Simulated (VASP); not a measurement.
A run of VASP 6.6.1:

The input INCAR:

```
ALGO = Normal ; EDIFF = 1E-6
EDIFFG = -0.005 ; ENCUT = 600
GGA = PE ; IBRION = 2
ISIF = 3 ; ISMEAR = 0
ISPIN = 2 ; IVDW = 12
LASPH = T ; LCHARG = F
LMAXMIX = 4 ; LORBIT = 11
LREAL = F ; LWAVE = F
MAGMOM = 4.42 0.14 ; NELM = 150
NSW = 70 ; PREC = Accurate
SIGMA = 0.1
```

Contents of KPOINTS:

```
k-points
0
Gamma
  14 14 14
```

The input POSCAR:

```
MnS
1.0
    0.0000000000      2.5476020649      2.5476020649
    2.5476020649      0.0000000000      2.5476020649
    2.5476020649      2.5476020649      0.0000000000
Mn S
1 1
Direct
    0.0000000000      0.0000000000      0.0000000000
    0.5000000000      0.5000000000      0.5000000000
```

Potentials or basis: VASP PAW PBE potentials, release 64 (Mn_pv, S).

Launch:

```console
$ cat potpaw_PBE.64/Mn_pv/POTCAR potpaw_PBE.64/S/POTCAR > POTCAR
$ mpirun -np 1 vasp_std > vasp.out
```

Hardware: 1 thread of Intel(R) Xeon(R) 6975P-C (Granite Rapids), on a shared host.

Problem. How long does it take, and how much memory?

Solution. Wall time 10 min on 1 thread of Intel(R) Xeon(R) 6975P-C (Granite Rapids), with other jobs on the host, peak memory 0.28 GiB. Counts: scf iterations 102, k points 104, ion steps 12.
